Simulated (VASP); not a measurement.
Wanted: the native input for a VASP 6.6.1 run.

| Property | Result |
| --- | --- |
| Task | single point |
| Functional | PBE |
| Potentials or basis | VASP PAW PBE potentials, release 64 (Sn_d, Se) |
| Cutoff | 520 eV |
| k mesh | 6 × 6 × 2 |
| Occupations | gaussian, width 0.01 eV |
| Spin | no spin polarisation |
| Dipole correction | no |
| Further INCAR settings | ALGO = Normal; EDIFF = 1e-07; NBANDS = 20 |

The structure of SnSe2 lies in POSCAR:

```
SnSe2
1.0
    3.9016523164      0.0000000000      0.0000000000
   -1.9508261582      3.3789300228      0.0000000000
    0.0000000000      0.0000000000      6.3516206456
Sn Se
1 2
Direct
    0.0000000000      0.0000000000      0.0000000000
    0.3333333333      0.6666666667      0.2449945258
    0.6666666667      0.3333333333      0.7550054742
```

This cell differs from its parent crystal: strain +2.0%.

These files were run (other wordings do the same):

INCAR

```
SYSTEM = SnSe2
ALGO     = Normal         ! electronic algorithm
EDIFF    = 1E-7           ! SCF threshold, eV
ENCUT    = 520            ! plane-wave cutoff, eV
GGA      = PE             ! functional
ISIF     = 2              ! what is computed and relaxed
ISMEAR   = 0              ! smearing method
LASPH    = .TRUE.         ! aspherical terms in the spheres
LCHARG   = .FALSE.        ! write CHGCAR
LREAL    = .FALSE.        ! projectors in reciprocal space
LWAVE    = .FALSE.        ! write WAVECAR
NBANDS   = 20             ! bands
NELM     = 60             ! most SCF steps
PREC     = Accurate       ! precision mode
SIGMA    = 0.01           ! smearing width, eV
```

KPOINTS

```
k-points
0
G
  6 6 2
  0 0 0
```

Potentials or basis: VASP PAW PBE potentials, release 64 (Sn_d, Se).

Launch:

```sh
$ cat potpaw_PBE.64/Sn_d/POTCAR potpaw_PBE.64/Se/POTCAR > POTCAR
$ mpirun -np 1 vasp_std > vasp.out
```

Results of the run:

The pressure is 0.8 GPa and the largest force is 0.241 eV/Å. The band gap on the k mesh is 0.82 eV, indirect (least direct gap 0.88 eV).

Caveat: the k points lie up to 0.49 Å⁻¹ apart; the cell differs from its parent crystal (strain +2.0%); spin-orbit coupling is left out, which moves the levels of the heavy elements; this functional lacks dispersion, which binds the layers, so the pressure and a relaxed spacing across them are unreliable.

It took 25 s on 1 thread of Intel(R) Xeon(R) Platinum 8488C (Sapphire Rapids), on a shared host, peak memory 0.19 GiB.
